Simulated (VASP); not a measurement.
# SiGe3 (P4/mmm) in VASP: a series of runs, part 2 of 2

VASP 6.6.1. The steps go on from the part before.

## Step 5: Single point, PBE

This run uses another cell than the first one, of 18.43 Å³/atom, 1.009 times its volume.

Contents of INCAR:

```
SYSTEM = SiGe3
PREC = Accurate
ENCUT = 520
EDIFF = 1E-6
ISMEAR = 0
SIGMA = 0.1
LREAL = .False.
LASPH = .True.
NELM = 60
ALGO = Normal
ISIF = 2
LWAVE = .False.
LCHARG = .False.
GGA = PE
NBANDS = 31
```

Contents of KPOINTS:

```
Automatic mesh
0
Gamma
  16 16 6
  0 0 0
```

Contents of POSCAR:

```
SiGe3
1.0
    2.9253202635      0.0000000000      0.0000000000
    0.0000000000      2.9253202635      0.0000000000
    0.0000000000      0.0000000000      8.6169793277
Si Ge
1 3
Direct
    0.0000000000      0.0000000000      0.5000000000
    0.0000000000      0.0000000000      0.0000000000
    0.5000000000      0.5000000000      0.2666489730
    0.5000000000      0.5000000000      0.7333510270
```

Potentials or basis: VASP PAW PBE potentials, release 64 (Si, Ge_d).

The run is started by

```
$ cat potpaw_PBE.64/Si/POTCAR potpaw_PBE.64/Ge_d/POTCAR > POTCAR
$ mpirun -np 1 vasp_std > vasp.out
```

OUTCAR:

```text
SYSTEM = SiGe3
   PREC = Accurate
   ENCUT = 520
   EDIFF = 1E-6
   ISMEAR = 0
   LREAL = .False.
   LASPH = .True.
   NELM = 60
   ISIF = 2
   GGA = PE

 ion  position               nearest neighbor table
   1  0.000  0.000  0.500-   3 2.88   4 2.88   3 2.88   4 2.88   3 2.88   4 2.88   3 2.88   4 2.88

   2  0.000  0.000  0.000-
   3  0.500  0.500  0.267-   1 2.88   1 2.88   1 2.88   1 2.88
   4  0.500  0.500  0.733-   1 2.88   1 2.88   1 2.88   1 2.88

  LATTYP: Found a simple tetragonal cell.
 ALAT       =     2.9253202635
 C/A-ratio  =     2.9456533137

  Lattice vectors:

 A1 = (   2.9253202635,   0.0000000000,   0.0000000000)
 A2 = (   0.0000000000,   2.9253202635,   0.0000000000)
 A3 = (   0.0000000000,   0.0000000000,   8.6169793277)

Analysis of symmetry for initial positions (statically):
=====================================================================
 Subroutine PRICEL returns:
 Original cell was already a primitive cell.

 Routine SETGRP: Setting up the symmetry group for a
 simple tetragonal supercell.

 Subroutine GETGRP returns: Found 16 space group operations
 (whereof 16 operations were pure point group operations)
 out of a pool of 16 trial point group operations.

The static configuration has the point symmetry D_4h.

Analysis of symmetry for dynamics (positions and initial velocities):
=====================================================================
 Subroutine PRICEL returns:
 Original cell was already a primitive cell.

 Routine SETGRP: Setting up the symmetry group for a
 simple tetragonal supercell.

 Subroutine GETGRP returns: Found 16 space group operations
 (whereof 16 operations were pure point group operations)
 out of a pool of 16 trial point group operations.
[... 119 lines left out ...]
   EFERMI =   0.00;   METHOD = LEGACY
   ISMEAR =     0;   SIGMA  =   0.10  broadening in eV -4-tet -1-fermi 0-gaus
   EFERMI_NEDOS =   21; number of points for ismear=-14 and -15
   IALGO  =     38    algorithm
   IMIX   =      4    mixing-type and parameters
     AMIX     =   0.40;   BMIX     =  1.00
     AMIX_MAG =   1.60;   BMIX_MAG =  1.00
  volume/ion in A,a.u.               =      18.43       124.41
  Fermi-wavevector in a.u.,A,eV,Ry     =   1.398815  2.643376 26.622277  1.956682
  Thomas-Fermi vector in A             =   2.521935
   LORBIT       =      0    0 simple, 1 ext, 2 COOP (PROOUT), +10 PAW based schemes
   GGA     = PE    functional components
   LHFCALC =     F    Hartree Fock is set to
   AEXX    =    0.0000 exact exchange contribution
   IVDW    =     0    specifies the selected vdW correction
   LEPSILON=     F    determine dielectric tensor
   LRPA    =     F    only Hartree local field effects (RPA)
 non-spin polarized calculation
 Gauss-broadening in eV      SIGMA  =   0.10
  energy-cutoff  :      520.00
  volume of cell :       73.74
 maximum number of plane-waves:      2017
 NGX is ok and might be reduce to    24
   NGX = 11   NGY = 11   NGZ = 33

 number of electron      46.0000014 magnetization

 Free energy of the ion-electron system (eV)
  ---------------------------------------------------
  ext. energy  EPLUGINS =         0.00000000
  ---------------------------------------------------
  free energy    TOTEN  =       -17.29649752 eV

  energy without entropy =      -17.28783501  energy(sigma->0) =      -17.29216626

 E-fermi :   7.1521     XC(G=0): -11.1119

 val. band max:        7.1396523714   @ k =   0.4375   0.3750   0.1667
 cond. band min:       7.1524608654   @ k =   0.3125   0.3125   0.3333
 fundamental gap:      0.0128084940
 Fermi energy:         7.1521327740

 k-point     1 :       0.0000    0.0000    0.0000
  band No.  band energies     occupation
      1     -17.7024      2.00000
      2     -17.6979      2.00000
      3     -17.6597      2.00000
      4     -17.6539      2.00000
      5     -17.6417      2.00000
      6     -17.6208      2.00000
[... 805 lines left out ...]
     30      12.9305      0.00000
     31      13.2471      0.00000

 [... further k-points ...]

------------------------ aborting loop because EDIFF is reached ----------------------------------------

  FORCE on cell =-STRESS in cart. coord.  units (eV):
  Direction    XX          YY          ZZ          XY          YZ          ZX
  --------------------------------------------------------------------------------------
  -------------------------------------------------------------------------------------
  Total       -0.0044096     -0.0044096     -0.0001327      0.0000000     -0.0000000      0.0000000
  in kB       -0.0958092     -0.0958092     -0.0028838      0.0000000     -0.0000000      0.0000000
  external PRESSURE =      -0.0648341 kB  Pullay stress =       0.0000000 kB

 VOLUME and BASIS-vectors are now :
 -----------------------------------------------------------------------------
  energy-cutoff  :      520.00
  volume of cell :       73.74
      direct lattice vectors                 reciprocal lattice vectors
     2.925320264  0.000000000  0.000000000     0.341842913  0.000000000  0.000000000
     0.000000000  2.925320264  0.000000000     0.000000000  0.341842913  0.000000000
     0.000000000  0.000000000  8.616979328     0.000000000  0.000000000  0.116049948

 POSITION                                       TOTAL-FORCE (eV/Angst)
 -----------------------------------------------------------------------------------
      0.00000      0.00000      4.30849         0.000000      0.000000     -0.000000
      0.00000      0.00000      0.00000         0.000000      0.000000     -0.000000
      1.46266      1.46266      2.29771         0.000000      0.000000      0.002033
      1.46266      1.46266      6.31927        -0.000000     -0.000000     -0.002033
 -----------------------------------------------------------------------------------
    total drift:                                0.000000     -0.000000      0.000000

  FREE ENERGIE OF THE ION-ELECTRON SYSTEM (eV)
  ---------------------------------------------------
  free  energy   TOTEN  =       -17.2964975159 eV

  energy  without entropy=      -17.2878350124  energy(sigma->0) =      -17.29216626
```

stdout:

```text
POSCAR found type information on POSCAR SiGe
 POSCAR found :  2 types and       4 ions
 scaLAPACK will be used
 LDA part: xc-table for (Slater+PW92), standard interpolation
 POSCAR, INCAR and KPOINTS ok, starting setup
 FFT: planning ... GRIDC
 FFT: planning ... GRID_SOFT
 FFT: planning ... GRID
 WAVECAR not read
 entering main loop
```

It took 2.3 min on 1 thread of Intel Xeon 6975P-C (Granite Rapids), shared host; peak memory 0.42 GiB.

What came out:

```
Free energy            : -17.2965 eV
Pressure               : 0.0 GPa
Band gap on the k mesh : zero (band 23 reaches 10.55 eV, above the bottom of band 24 at 5.03 eV)
```

Forces on the atoms (eV/Å):
```
Si   0.000  0.000  0.000
Ge   0.000  0.000  0.000
Ge   0.000  0.000  0.002
Ge   0.000  0.000 -0.002
```

## Step 6: Summary

```tsv
task	cell	k mesh	cutoff (eV)	gap on the mesh (eV)	pressure (GPa)	largest force (eV/Å)
single point	a = 2.956, b = 2.956, c = 8.361 Å, 4 atoms	6 × 6 × 2	520	none	1.3	0.53
single point	a = 2.954, b = 2.954, c = 8.570 Å, 4 atoms	6 × 6 × 2	520	none	-0.2	-
relaxation of cell and atoms	relaxed from a = 2.956, b = 2.956, c = 8.361 Å, 4 atoms	6 × 6 × 2	600	-	0.1	0.02
single point	a = 2.925, b = 2.925, c = 8.617 Å, 4 atoms	16 × 16 × 6	520	none	0.0	-
```

Alike in all rows: level PBE; potentials or basis VASP PAW PBE potentials, release 64 (Si, Ge_d); no spin polarisation; smearing gaussian 0.1 eV.

Caveats: some runs use coarse meshes; the bands computed are all filled at some k points, so no gap is given (some runs).

Absolute energies hang on the potentials; compare differences alone.
